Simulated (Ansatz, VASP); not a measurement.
**Ru: VASP beside Ansatz**

```
Ru
1.0
     2.72216    0.00000    0.00000
    -1.36108    2.35746    0.00000
     0.00000    0.00000    4.29712
Ru
2
Direct
  0.33333 0.66667 0.25000
  0.66667 0.33333 0.75000
```

Alike in both runs: functional PBE; k mesh 18 × 18 × 10; occupations fermi-dirac, width 0.15 eV; no spin polarisation.

Ansatz relaxed the structure, and its values are those at the end. VASP's run is a single point on that final structure, the one shown.

|  | VASP | Ansatz |
| --- | --- | --- |
| version | VASP 6.6.1 | Ansatz 0.2.0 |
| potentials or method | VASP PAW PBE potentials, release 64 (Ru_pv), cutoff 500 eV | scalar-relativistic, plane waves, PAW |
| valence electrons in the cell | 28 | 32 |

```tsv
	VASP	Ansatz	Ansatz less VASP
gap on the k mesh at the Fermi level (eV)	none	none	-
pressure (GPa)	0.0	0.0	+0.04
```

A gap of «none» marks a metal or a gap that the smearing closes. VASP's potentials hold 28 valence electrons a cell and Ansatz's 32, so a difference there can come from the potentials and not from the codes.
